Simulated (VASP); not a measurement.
NiO2:

```
Ni O
1.0
     2.79878    0.00000    0.00000
    -1.39939    2.42382    0.00000
     0.00000    0.00000    4.61827
Ni O
1 2
Cartesian
  0.0000 0.0000 2.3091
  1.3994 0.8079 3.2607
  0.0000 1.6159 1.3576
```

* Program: VASP 6.6.1
* Task: relaxation of cell and atoms
* Functional: PBEsol
* Potentials or basis: VASP PAW PBE potentials, release 64 (Ni, O)
* Cutoff: 600 eV
* k mesh: 12 × 12 × 6
* Occupations: gaussian, width 0.02 eV
* Spin: no spin polarisation

At the start: pressure -4.2 GPa; volume 10.44 Å³/atom.

**Question.** Where does the relaxation end?

**Answer.** Over 8 steps the energy falls by 3.5 meV/atom and the volume is 10.29 Å³/atom (-1.4 %); space group P-3m1 (No. 164, to 0.05 Å).

The path:
| step | energy change (eV) | largest force (eV/Å) | pressure (GPa) | volume (Å³) |
| --- | --- | --- | --- | --- |
| 1 | 0.0000 | 0.4142 | -4.16 | 31.33 |
| 2 | 0.0107 | 0.5274 | 7.01 | 30.12 |
| 3 | -0.0103 | 0.0423 | 0.16 | 30.82 |
| 4 | -0.0103 | 0.0346 | 0.25 | 30.81 |
| 5 | -0.0105 | 0.0102 | 0.14 | 30.85 |
| 6 | -0.0106 | 0.0028 | 0.08 | 30.87 |
| 7 | -0.0106 | 0.0100 | -0.09 | 30.89 |
| 8 | -0.0106 | 0.0031 | 0.00 | 30.88 |

Final structure:
```
Ni O
1.0
     2.78800    0.00000    0.00000
    -1.39400    2.41448    0.00000
     0.00000    0.00000    4.58748
Ni O
1 2
Direct
  0.00000 0.00000 0.50000
  0.66667 0.33333 0.70362
  0.33333 0.66667 0.29638
```

Caveat: the PAW data sets were made with another functional, which shifts forces and pressure a little.
